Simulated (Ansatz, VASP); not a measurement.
**One calculation of InSb, two programs**

INCAR

```
  PREC = Accurate
  ENCUT = 520
  EDIFF = 1E-7
  ISMEAR = -1
  SIGMA = 0.03
  LREAL = F
  LASPH = T
  NELM = 60
  ALGO = Normal
  ISIF = 2
  LWAVE = F
  LCHARG = F
  GGA = CA
  NBANDS = 16
```

File KPOINTS:

```
Automatic mesh
0
Gamma
  10 10 10
```

File POSCAR:

```
InSb
1.0
    0.0000000000      3.2391000000      3.2714910000
    3.2391000000      0.0000000000      3.2714910000
    3.2391000000      3.2391000000      0.0000000000
In Sb
1 1
Direct
    0.0000000000      0.0000000000      0.0000000000
    0.7500000000      0.7500000000      0.7500000000
```

Input for Ansatz:

```yaml
crystal:
  lattice:
    - [0.0, 3.2391, 3.271491]
    - [3.2391, 0.0, 3.271491]
    - [3.2391, 3.2391, 0.0]
  atoms:
    - { symbol: In, position: [0.0, 0.0, 0.0] }
    - { symbol: Sb, position: [0.75, 0.75, 0.75] }
kpoints:
  mp_grid: { grid: [10, 10, 10] }
  band_path:
    path:
      - [0.0, 0.0, 0.0]
      - [0.5, 0.0, 0.5]
      - [0.75, 0.25, 0.5]
      - [0.5, 0.5, 0.5]
      - [0.0, 0.0, 0.0]
      - [0.5, 0.5, 0.0]
      - [0.6274629938, 0.6274629938, 0.2549259876]
      - [0.3725370062, 0.3725370062, 0.7450740124]
      - [0.0, 0.0, 0.0]
    npoints: 5
scf:
  occupations: { method: fermi_dirac, width: 0.03 }
hamiltonian:
  xc: lda
  pseudopotentials: { kind: all_electron, lapw: { basis_error: 0.00025 } }
output:
  forces: true
  stress: true
  eigenvalues: true
```

Change from the starting cell: zz strain of +1 %.

Alike in both runs: task single point; functional LDA; k mesh 10 × 10 × 10; occupations fermi-dirac, width 0.03 eV; no spin polarisation.

|  | VASP | Ansatz |
| --- | --- | --- |
| version | VASP 6.6.1 | Ansatz 0.2.0 |
| potentials or method | VASP PAW LDA potentials, release 64 (In_d, Sb), cutoff 520 eV | all-electron LAPW, scalar-relativistic |

Ansatz gave:

* pressure (GPa): -1.0
* traceless stress, the component that is largest in VASP (GPa): -0.20

Estimate VASP's values.

pressure (GPa): -0.9; traceless stress, the component that is largest in VASP (GPa): -0.20.

LDA's correlation is that of Perdew and Zunger in VASP and of Perdew and Wang (1992) in Ansatz. Ansatz ran all-electron here, and VASP with PAW potentials.

Neither program's run includes spin-orbit coupling.
